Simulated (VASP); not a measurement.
# Al2Cu (Immm) in VASP: a series of runs, part 2 of 2

VASP 6.6.1. The steps go on from the part before.

### 3 Single point, PBEsol (uniaxial strain along a: -4.0 %)

Contents of INCAR:

```
SYSTEM = Al2Cu
ALGO = Fast
EDIFF = 1E-7
ENCUT = 520
GGA = PS
ISIF = 2
ISMEAR = 0
LASPH = .True.
LCHARG = .False.
LREAL = .False.
LWAVE = .False.
NBANDS = 26
NELM = 80
PREC = Accurate
SIGMA = 0.1
```

Contents of KPOINTS:

```
k-points
0
Gamma
  10 10 6
  0 0 0
```

Contents of POSCAR:

```
Al2Cu
1.0
    2.7486516649      2.7486516649      0.0000000000
   -2.8918106058      2.8918106058      0.0000000000
    0.0000000000      0.0000000000      5.7836212116
Al Cu
4 2
Direct
    0.5000000000      0.0000000000      0.2470998463
    0.0000000000      0.5000000000      0.2529001537
    0.0000000000      0.5000000000      0.7470998463
    0.5000000000      0.0000000000      0.7529001537
    0.0000000000      0.0000000000      0.5000000000
    0.5000000000      0.5000000000      0.0000000000
```

Potentials or basis: VASP PAW PBE potentials, release 64 (Al, Cu).

Launch:

```console
$ cat potpaw_PBE.64/Al/POTCAR potpaw_PBE.64/Cu/POTCAR > POTCAR
$ mpirun -np 1 vasp_std > vasp.out
```

OUTCAR:

```text
SYSTEM = Al2Cu
   EDIFF = 1E-7
   ENCUT = 520
   GGA = PS
   ISIF = 2
   ISMEAR = 0
   LASPH = .True.
   LREAL = .False.
   NELM = 80
   PREC = Accurate

 ion  position               nearest neighbor table
   1  0.500  0.000  0.247-   5 2.43   5 2.43   6 2.49   6 2.49   2 2.82   2 2.82   2 2.82   2 2.82
                             4 2.86   4 2.93
   2  0.000  0.500  0.253-   6 2.43   6 2.43   5 2.49   5 2.49   1 2.82   1 2.82   1 2.82   1 2.82
                             3 2.86   3 2.93
   3  0.000  0.500  0.747-   6 2.43   6 2.43   5 2.49   5 2.49   4 2.82   4 2.82   4 2.82   4 2.82
                             2 2.86   2 2.93
   4  0.500  0.000  0.753-   5 2.43   5 2.43   6 2.49   6 2.49   3 2.82   3 2.82   3 2.82   3 2.82
                             1 2.86   1 2.93
   5  0.000  0.000  0.500-   1 2.43   4 2.43   1 2.43   4 2.43   2 2.49   3 2.49   3 2.49   2 2.49

   6  0.500  0.500  0.000-   2 2.43   3 2.43   2 2.43   3 2.43   1 2.49   4 2.49   1 2.49   4 2.49

  LATTYP: Found a simple orthorhombic cell.
 ALAT       =     3.8871804627
 B/A-ratio  =     1.0520833333
 C/A-ratio  =     1.4878705188

  Lattice vectors:

 A1 = (   2.7486516649,   2.7486516649,   0.0000000000)
 A2 = (  -2.8918106058,   2.8918106058,   0.0000000000)
 A3 = (   0.0000000000,   0.0000000000,   5.7836212116)

Analysis of symmetry for initial positions (statically):
=====================================================================
 Subroutine PRICEL returns following result:

  LATTYP: Found a body centered orthorhombic cell.
 ALAT       =     3.8871804627
 B/A-ratio  =     1.0520833333
 C/A-ratio  =     1.4878705188

  Lattice vectors:

 A1 = (   0.0715794704,  -2.8202311354,  -2.8918106058)
 A2 = (  -0.0715794704,   2.8202311354,  -2.8918106058)
 A3 = (   2.8202311354,  -0.0715794704,   2.8918106058)

   2 primitive cells build up your supercell.

 Routine SETGRP: Setting up the symmetry group for a
 simple orthorhombic supercell.

 Subroutine GETGRP returns: Found  8 space group operations
 (whereof  8 operations were pure point group operations)
 out of a pool of  8 trial point group operations.

The static configuration has the point symmetry D_2h.

Analysis of symmetry for dynamics (positions and initial velocities):
=====================================================================
 Subroutine PRICEL returns following result:

  LATTYP: Found a body centered orthorhombic cell.
 ALAT       =     3.8871804627
 B/A-ratio  =     1.0520833333
 C/A-ratio  =     1.4878705188

  Lattice vectors:

 A1 = (   0.0715794704,  -2.8202311354,  -2.8918106058)
 A2 = (  -0.0715794704,   2.8202311354,  -2.8918106058)
 A3 = (   2.8202311354,  -0.0715794704,   2.8918106058)

   2 primitive cells build up your supercell.

 Routine SETGRP: Setting up the symmetry group for a
 simple orthorhombic supercell.

 Subroutine GETGRP returns: Found  8 space group operations
 (whereof  8 operations were pure point group operations)
 out of a pool of  8 trial point group operations.

The dynamic configuration has the point symmetry D_2h.

 Subroutine INISYM returns: Found  8 space group operations
 (whereof  8 operations are pure point group operations),
[... 43 lines left out ...]
     0.025725587  0.024452043  0.028817009

  Shift w.r.t. Gamma in fractional coordinates (k-lattice)
     0.000000000  0.000000000  0.000000000

 Subroutine IBZKPT returns following result:
 ===========================================

 Found    144 irreducible k-points:

 Following reciprocal coordinates:
            Coordinates               Weight
  0.000000  0.000000  0.000000      1.000000
  0.100000  0.000000  0.000000      2.000000
  0.200000  0.000000  0.000000      2.000000
  0.300000  0.000000  0.000000      2.000000
  0.400000  0.000000  0.000000      2.000000
  0.500000  0.000000  0.000000      1.000000
[... 16 lines left out ...]
  0.400000  0.300000  0.000000      4.000000
  0.500000  0.300000  0.000000      2.000000
 [... further k-points ...]
[... 21 lines left out ...]
   NSW    =      0    number of steps for IOM
   IBRION =     -1    ionic relax: 0-MD 1-quasi-New 2-CG
   NFREE  =      0    steps in history (QN), initial steepest desc. (CG)
   ISIF   =      2    stress and relaxation
   ISYM   =      2    0-nonsym 1-usesym 2-fastsym
   POTIM  = 0.5000    time-step for ionic-motion
   TEBEG  =    0.0;   TEEND  =   0.0 temperature during run
   PSTRESS=    0.0 pullay stress
   NELECT =      34.0000    total number of electrons
   NUPDOWN=      -1.0000    fix difference up-down
   EMIN   =  10.00;   EMAX   =-10.00  energy-range for DOS
   EFERMI =   0.00;   METHOD = LEGACY
   ISMEAR =     0;   SIGMA  =   0.10  broadening in eV -4-tet -1-fermi 0-gaus
   EFERMI_NEDOS =   21; number of points for ismear=-14 and -15
   IALGO  =     68    algorithm
   IMIX   =      4    mixing-type and parameters
     AMIX     =   0.40;   BMIX     =  1.00
     AMIX_MAG =   1.60;   BMIX_MAG =  1.00
  volume/ion in A,a.u.               =      15.32       103.41
  Fermi-wavevector in a.u.,A,eV,Ry     =   1.175064  2.220548 18.786574  1.380774
  Thomas-Fermi vector in A             =   2.311450
   LORBIT       =      0    0 simple, 1 ext, 2 COOP (PROOUT), +10 PAW based schemes
   GGA     = PS    functional components
   LHFCALC =     F    Hartree Fock is set to
   AEXX    =    0.0000 exact exchange contribution
   IVDW    =     0    specifies the selected vdW correction
   LEPSILON=     F    determine dielectric tensor
   LRPA    =     F    only Hartree local field effects (RPA)
 non-spin polarized calculation
 RMM-DIIS sequential band-by-band and
 Gauss-broadening in eV      SIGMA  =   0.10
  energy-cutoff  :      520.00
  volume of cell :       91.94
 maximum number of plane-waves:      2508
 NGX is ok and might be reduce to    30
   NGX = 15   NGY = 15   NGZ = 21

 number of electron      33.9999972 magnetization

 Free energy of the ion-electron system (eV)
  ---------------------------------------------------
  ext. energy  EPLUGINS =         0.00000000
  ---------------------------------------------------
  free energy    TOTEN  =       -25.94607374 eV

  energy without entropy =      -25.93736651  energy(sigma->0) =      -25.94172012

 E-fermi :   7.3757     XC(G=0): -10.7232

 val. band max:        7.3471462172   @ k =   0.2000   0.2000   0.0000
 cond. band min:       7.3805247464   @ k =   0.3000   0.0000   0.5000
 fundamental gap:      0.0333785292
 Fermi energy:         7.3757410077

 k-point     1 :       0.0000    0.0000    0.0000
  band No.  band energies     occupation
      1      -3.1205      2.00000
      2       0.8753      2.00000
      3       1.2742      2.00000
      4       2.0994      2.00000
      5       2.5859      2.00000
      6       2.6093      2.00000
[... 685 lines left out ...]
     25      16.6381      0.00000
     26      16.6382      0.00000

 [... further k-points ...]
[... 5 lines left out ...]
  --------------------------------------------------------------------------------------
  -------------------------------------------------------------------------------------
  Total        1.9560374      1.9560374      0.4319133      2.3304586      0.0000000      0.0000000
  in kB       34.0853971     34.0853971      7.5264076     40.6099614      0.0000000      0.0000000
  external PRESSURE =      25.2324006 kB  Pullay stress =       0.0000000 kB

 VOLUME and BASIS-vectors are now :
 -----------------------------------------------------------------------------
  energy-cutoff  :      520.00
  volume of cell :       91.94
      direct lattice vectors                 reciprocal lattice vectors
     2.748651665  2.748651665  0.000000000     0.181907372  0.181907372  0.000000000
    -2.891810606  2.891810606  0.000000000    -0.172902056  0.172902056  0.000000000
     0.000000000  0.000000000  5.783621212     0.000000000  0.000000000  0.172902056

 POSITION                                       TOTAL-FORCE (eV/Angst)
 -----------------------------------------------------------------------------------
      1.37433      1.37433      1.42913        -0.000000     -0.000000     -0.170446
     -1.44591      1.44591      1.46268         0.000000     -0.000000      0.170446
     -1.44591      1.44591      4.32094        -0.000000     -0.000000     -0.170446
      1.37433      1.37433      4.35449         0.000000     -0.000000      0.170446
      0.00000      0.00000      2.89181         0.000000     -0.000000      0.000000
     -0.07158      2.82023      0.00000        -0.000000      0.000000      0.000000
 -----------------------------------------------------------------------------------
    total drift:                               -0.000000      0.000000     -0.000000

  FREE ENERGIE OF THE ION-ELECTRON SYSTEM (eV)
  ---------------------------------------------------
  free  energy   TOTEN  =       -25.9460737360 eV

  energy  without entropy=      -25.9373665090  energy(sigma->0) =      -25.94172012
```

stdout:

```text
POSCAR found type information on POSCAR AlCu
 POSCAR found :  2 types and       6 ions
 scaLAPACK will be used
 -----------------------------------------------------------------------------
|                                                                             |
|                                                                             |
|     You enforced a specific xc type in the INCAR file but a different       |
|     I HOPE YOU KNOW WHAT YOU ARE DOING!                                     |
|                                                                             |
 -----------------------------------------------------------------------------

 LDA part: xc-table for (Slater+PW92), standard interpolation
 POSCAR, INCAR and KPOINTS ok, starting setup
 FFT: planning ... GRIDC
 FFT: planning ... GRID_SOFT
 FFT: planning ... GRID
 WAVECAR not read
 entering main loop
```

Run time: 3.6 min. Hardware: 1 thread of Intel Xeon 6975P-C (Granite Rapids), shared host; peak memory 0.41 GiB.

What came out:

```yaml
Free_energy: -25.9461 eV
Pressure: 2.5 GPa
Largest_force: 0.170 eV/Å
Band_gap_on_the_k_mesh: zero (band 17 reaches 9.11 eV, above the bottom of band 18 at 4.77 eV)
```

Forces in eV/Å, atoms in the order of the input:
```
Al   0.000  0.000 -0.170
Al   0.000  0.000  0.170
Al   0.000  0.000 -0.170
Al   0.000  0.000  0.170
Cu   0.000  0.000  0.000
Cu   0.000  0.000  0.000
```

Stress tensor (GPa, compression positive):
```
3.41 4.06 0.00
4.06 3.41 0.00
0.00 0.00 0.75
```

Levels at points of the mesh, in eV from the Fermi level:
```csv
k point,band 14,band 15,band 16,band 17,band 18,band 19,band 20,band 21
"(0.00, 0.00, 0.00)",-2.35,-1.58,0.43,1.74,2.55,2.58,2.59,3.10
"(0.50, 0.00, 0.00)",-3.00,-2.81,-2.81,0.20,0.20,2.24,2.24,4.16
"(0.00, 0.50, 0.00)",-3.08,-2.93,-2.93,0.70,0.70,3.03,3.03,4.72
"(0.50, 0.50, 0.00)",-3.86,-2.24,-2.24,-2.05,-2.05,0.32,0.32,1.38
"(0.00, 0.00, 0.50)",-0.87,-0.79,-0.79,-0.17,-0.17,1.17,1.17,2.63
"(0.50, 0.00, 0.50)",-4.08,0.42,0.42,0.42,0.42,2.74,2.74,2.80
"(0.00, 0.50, 0.50)",-4.12,0.43,0.43,0.97,0.97,2.82,2.82,3.25
"(0.50, 0.50, 0.50)",-3.73,-3.71,-3.71,-2.60,-2.60,4.02,4.02,4.06
```

Caveat: the cell differs from its parent crystal (uniaxial strain along a: -4.0 %); the PAW data sets were made with another functional, which shifts forces and pressure a little.

### 4 Single point, PBEsol (uniaxial strain along a: -6.0 %, then relaxed in part)

Contents of INCAR:

```
ALGO = Fast
EDIFF = 1E-6
ENCUT = 520
GGA = PS
ISIF = 2
ISMEAR = 0
LASPH = T
LCHARG = F
LREAL = F
LWAVE = F
NBANDS = 26
NELM = 80
PREC = Accurate
SIGMA = 0.1
```

Contents of KPOINTS:

```
k-points
0
Gamma
  10 10 6
```

Contents of POSCAR:

```
Al2Cu
1.0
    2.6913880886      2.6913880886      0.0000000000
   -2.9000205120      2.9000205120      0.0000000000
    0.0000000000      0.0000000000      5.9066851351
Al Cu
4 2
Direct
    0.5000000000      0.0000000000      0.2382009550
    0.0000000000      0.5000000000      0.2617990450
    0.0000000000      0.5000000000      0.7382009550
    0.5000000000      0.0000000000      0.7617990450
    0.0000000000      0.0000000000      0.5000000000
    0.5000000000      0.5000000000      0.0000000000
```

Launch:

```console
$ cat potpaw_PBE.64/Al/POTCAR potpaw_PBE.64/Cu/POTCAR > POTCAR
$ mpirun -np 1 vasp_std > vasp.out
```

It took 2.7 min on 1 thread of Intel Xeon 6975P-C (Granite Rapids), shared host; peak memory 0.4 GiB.

Results (log left out):

```
Free energy            : -25.8867 eV
Pressure               : 2.3 GPa
Band gap on the k mesh : zero (band 17 reaches 9.45 eV, above the bottom of band 18 at 4.72 eV)
```

Stress tensor (GPa, compression positive):
```
3.32 3.03 0.00
3.03 3.32 0.00
0.00 0.00 0.27
```

Levels at points of the mesh, in eV from the Fermi level:
```csv
k point,band 14,band 15,band 16,band 17,band 18,band 19,band 20,band 21
"(0.00, 0.00, 0.00)",-2.38,-1.16,0.44,2.13,2.32,2.34,2.42,3.21
"(0.50, 0.00, 0.00)",-2.87,-2.85,-2.85,0.22,0.22,2.25,2.25,4.01
"(0.00, 0.50, 0.00)",-3.21,-3.05,-3.05,1.11,1.11,3.51,3.51,4.83
"(0.50, 0.50, 0.00)",-3.73,-2.36,-2.36,-1.97,-1.97,0.23,0.23,1.33
"(0.00, 0.00, 0.50)",-1.04,-0.95,-0.95,0.18,0.18,1.16,1.16,2.91
"(0.50, 0.00, 0.50)",-3.92,0.39,0.39,0.49,0.49,2.45,2.45,2.85
"(0.00, 0.50, 0.50)",-4.05,0.11,0.11,1.40,1.40,2.67,2.67,3.42
"(0.50, 0.50, 0.50)",-3.73,-3.59,-3.59,-2.60,-2.60,3.63,3.63,4.10
```

Caveat: the cell differs from its parent crystal (uniaxial strain along a: -6.0 %, then relaxed in part); the PAW data sets were made with another functional, which shifts forces and pressure a little.

### 5 Single point, PBEsol (uniaxial strain along a: -4.0 %, then relaxed in part)

Contents of INCAR:

```
PREC = Accurate ; ENCUT = 520
EDIFF = 1E-6 ; ISMEAR = 0
SIGMA = 0.1 ; LREAL = F
LASPH = T ; NELM = 80
ALGO = Fast ; ISIF = 2
LWAVE = F ; LCHARG = F
GGA = PS ; NBANDS = 26
```

Contents of KPOINTS:

```
regular mesh
0
Gamma
  10 10 6
```

Contents of POSCAR:

```
Al2Cu
1.0
    2.7486516649      2.7486516649      0.0000000000
   -2.8867537184      2.8867537184      0.0000000000
    0.0000000000      0.0000000000      5.8218505700
Al Cu
4 2
Direct
    0.5000000000      0.0000000000      0.2430666103
    0.0000000000      0.5000000000      0.2569333897
    0.0000000000      0.5000000000      0.7430666103
    0.5000000000      0.0000000000      0.7569333897
    0.0000000000      0.0000000000      0.5000000000
    0.5000000000      0.5000000000      0.0000000000
```

Launch:

```console
$ cat potpaw_PBE.64/Al/POTCAR potpaw_PBE.64/Cu/POTCAR > POTCAR
$ mpirun -np 1 vasp_std > vasp.out
```

It took 3 min on 1 thread of Intel Xeon 6975P-C (Granite Rapids), shared host; peak memory 0.4 GiB.

Results (log left out):

```yaml
Free_energy: -25.9563 eV
Pressure: 2.7 GPa
Band_gap_on_the_k_mesh: zero (band 17 reaches 9.10 eV, above the bottom of band 18 at 4.72 eV)
```

Stress tensor (GPa, compression positive):
```
3.62 2.72 0.00
2.72 3.62 0.00
0.00 0.00 0.89
```

Levels at points of the mesh, in eV from the Fermi level:
| k point | band 15 | band 16 | band 17 | band 18 | band 19 | band 20 |
| --- | --- | --- | --- | --- | --- | --- |
| (0.00, 0.00, 0.00) | -1.53 | 0.46 | 1.78 | 2.53 | 2.56 | 2.56 |
| (0.50, 0.00, 0.00) | -2.82 | -2.82 | 0.22 | 0.22 | 2.27 | 2.27 |
| (0.00, 0.50, 0.00) | -2.95 | -2.95 | 0.77 | 0.77 | 3.09 | 3.09 |
| (0.50, 0.50, 0.00) | -2.26 | -2.26 | -2.03 | -2.03 | 0.28 | 0.28 |
| (0.00, 0.00, 0.50) | -0.85 | -0.85 | -0.14 | -0.14 | 1.18 | 1.18 |
| (0.50, 0.00, 0.50) | 0.42 | 0.42 | 0.49 | 0.49 | 2.63 | 2.63 |
| (0.00, 0.50, 0.50) | 0.31 | 0.31 | 1.05 | 1.05 | 2.82 | 2.82 |
| (0.50, 0.50, 0.50) | -3.66 | -3.66 | -2.60 | -2.60 | 3.84 | 3.84 |

Caveat: the cell differs from its parent crystal (uniaxial strain along a: -4.0 %, then relaxed in part); the PAW data sets were made with another functional, which shifts forces and pressure a little.

### 6 Single point, PBEsol (uniaxial strain along a: +4.0 %)

Contents of INCAR:

```
PREC = Accurate
ENCUT = 520
EDIFF = 1E-6
ISMEAR = 0
SIGMA = 0.1
LREAL = False
LASPH = True
NELM = 100
ALGO = Fast
ISIF = 2
LWAVE = False
LCHARG = False
GGA = PS
NBANDS = 26
```

Contents of KPOINTS:

```
Automatic mesh
0
Gamma
  10 10 6
```

Contents of POSCAR:

```
Al2Cu
1.0
    2.9777059703      2.9777059703      0.0000000000
   -2.8345470295      2.8345470295      0.0000000000
    0.0000000000      0.0000000000      5.6690940589
Al Cu
4 2
Direct
    0.5000000000      0.0000000000      0.2514667891
    0.0000000000      0.5000000000      0.2485332109
    0.0000000000      0.5000000000      0.7514667891
    0.5000000000      0.0000000000      0.7485332109
    0.0000000000      0.0000000000      0.5000000000
    0.5000000000      0.5000000000      0.0000000000
```

Potentials or basis: VASP PAW PBE potentials, release 64 (Al, Cu).

Launch:

```console
$ cat potpaw_PBE.64/Al/POTCAR potpaw_PBE.64/Cu/POTCAR > POTCAR
$ mpirun -np 1 vasp_std > vasp.out
```

It took 2.5 min on 1 thread of Intel Xeon 6975P-C (Granite Rapids), shared host; peak memory 0.4 GiB.

The run converged. Its results:

```
Free energy            : -25.9635 eV
Pressure               : -1.5 GPa
Largest force          : 0.132 eV/Å
Band gap on the k mesh : zero (band 17 reaches 8.61 eV, above the bottom of band 18 at 4.49 eV)
```

Forces in eV/Å, atoms in the order of the input:
```
Al   0.000  0.000  0.132
Al   0.000  0.000 -0.132
Al   0.000  0.000  0.132
Al   0.000  0.000 -0.132
Cu   0.000  0.000  0.000
Cu   0.000  0.000  0.000
```

Stress tensor (GPa, compression positive):
```
-2.26 -4.55  0.00
-4.55 -2.26  0.00
 0.00  0.00  0.00
```

Levels at points of the mesh, in eV from the Fermi level:
```csv
k point,band 14,band 15,band 16,band 17,band 18,band 19,band 20,band 21
"(0.00, 0.00, 0.00)",-2.43,-1.75,-0.03,1.51,2.54,2.64,2.65,2.81
"(0.50, 0.00, 0.00)",-2.89,-2.66,-2.66,0.41,0.41,2.54,2.54,4.71
"(0.00, 0.50, 0.00)",-2.87,-2.53,-2.53,0.00,0.00,1.81,1.81,4.21
"(0.50, 0.50, 0.00)",-3.78,-2.03,-2.03,-1.85,-1.85,0.39,0.39,1.52
"(0.00, 0.00, 0.50)",-0.92,-0.35,-0.35,-0.31,-0.31,0.73,0.73,2.59
"(0.50, 0.00, 0.50)",-3.93,0.72,0.72,0.74,0.74,3.03,3.03,3.05
"(0.00, 0.50, 0.50)",-3.97,0.27,0.27,0.59,0.59,2.61,2.61,2.62
"(0.50, 0.50, 0.50)",-3.63,-3.62,-3.62,-2.45,-2.45,4.23,4.23,4.27
```

Caveat: the cell differs from its parent crystal (uniaxial strain along a: +4.0 %); the PAW data sets were made with another functional, which shifts forces and pressure a little.

### 7 Overview

```csv
cell,further INCAR settings,gap on the mesh (eV),pressure (GPa),largest force (eV/Å)
"a = 3.806, b = 4.110, c = 5.812 Å, 6 atoms",ALGO = Fast; EDIFF = 1e-06; NBANDS = 26,none,3.9,0.19
"a = 3.887, b = 4.090, c = 5.784 Å, 6 atoms",ALGO = Fast; EDIFF = 1e-07; NBANDS = 26,none,2.5,0.17
"a = 3.806, b = 4.101, c = 5.907 Å, 6 atoms",ALGO = Fast; EDIFF = 1e-06; NBANDS = 26,none,2.3,-
"a = 3.887, b = 4.082, c = 5.822 Å, 6 atoms",ALGO = Fast; EDIFF = 1e-06; NBANDS = 26,none,2.7,-
"a = 4.211, b = 4.009, c = 5.669 Å, 6 atoms",ALGO = Fast; EDIFF = 1e-06; NBANDS = 26,none,-1.5,0.13
```

Alike in all rows: task single point; level PBEsol; potentials or basis VASP PAW PBE potentials, release 64 (Al, Cu); no spin polarisation; k mesh 10 × 10 × 6; cutoff (eV) 520; smearing gaussian 0.1 eV.

Caveats: the PAW data sets were made with another functional, which shifts forces and pressure a little.

Absolute energies hang on the potentials; compare differences alone.
